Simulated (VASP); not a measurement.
A run of VASP 6.6.1:

The input POSCAR:

```
Be
1.0
    0.0000000000      1.7954584778      1.7954584778
    1.7954584778      0.0000000000      1.7954584778
    1.7954584778      1.7954584778      0.0000000000
Be
2
Direct
   -0.1250000000     -0.1250000000     -0.1250000000
    0.1250000000      0.1250000000      0.1250000000
```

The input INCAR.step1:

```
SYSTEM = Be
PREC = Accurate
ENCUT = 520
EDIFF = 1E-6
ISMEAR = -1
SIGMA = 0.05
LREAL = .False.
LASPH = .True.
NELM = 120
ALGO = Normal
ISIF = 2
LWAVE = .False.
LCHARG = .True.
GGA = PS
NBANDS = 9
GGA_COMPAT = .False.
NEDOS = 2001
LORBIT = 11
```

KPOINTS.step1

```
regular mesh
0
Gamma
  15 15 15
  0 0 0
```

Contents of INCAR.step2:

```
SYSTEM = Be
PREC = Accurate
ENCUT = 520
EDIFF = 1E-6
ISMEAR = -5
SIGMA = 0.05
LREAL = .False.
LASPH = .True.
NELM = 120
ALGO = Normal
ISIF = 2
LWAVE = .False.
LCHARG = .False.
GGA = PS
LORBIT = 10
NBANDS = 9
NEDOS = 2001
ICHARG = 11
GGA_COMPAT = .False.
```

The input KPOINTS.step2:

```
regular mesh
0
Gamma
  23 23 23
  0 0 0
```

Potentials or basis: VASP PAW PBE potentials, release 64 (Be).

Launch:

```console
$ cat potpaw_PBE.64/Be/POTCAR > POTCAR
$ cp INCAR.step1 INCAR
$ cp KPOINTS.step1 KPOINTS
$ mpirun -np 1 vasp_std > vasp.out
$ cp INCAR.step2 INCAR
$ cp KPOINTS.step2 KPOINTS
$ mpirun -np 1 vasp_std > vasp.out
```

Hardware: 1 thread of Intel(R) Xeon(R) 6975P-C (Granite Rapids) (shared host).

Problem. Estimate the wall time of this run.

Solution. Wall time 18 s on 1 thread of Intel(R) Xeon(R) 6975P-C (Granite Rapids) (shared host), peak memory 0.14 GiB. Counts: k points 364.
